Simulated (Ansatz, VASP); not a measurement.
One calculation of BN, two programs

```
B N
1.0
     0.00000    1.77535    1.77535
     1.77535    0.00000    1.77535
     1.77535    1.77535    0.00000
B N
1 1
Direct
  0.00000 0.00000 0.00000
  0.25000 0.25000 0.25000
```

Change from the starting cell: volume scaled by 0.94, crystal datasets.

Alike in both runs: task single point; functional PBE; k mesh 15 × 15 × 15; occupations fermi-dirac, width 0.05 eV; no spin polarisation.

|  | VASP | Ansatz |
| --- | --- | --- |
| version | VASP 6.6.1 | Ansatz 0.2.0 |
| potentials or method | VASP PAW PBE potentials, release 64 (B, N), cutoff 600 eV | all-electron PAW with datasets made for the crystal, scalar-relativistic |

|  | VASP | Ansatz | Ansatz less VASP |
| --- | --- | --- | --- |
| gap on the k mesh at the Fermi level (eV) | 4.57 | 4.58 | +0.011 |
| pressure (GPa) | 25.9 | 25.8 | -0.13 |

Ansatz ran all-electron here, and VASP with PAW potentials.
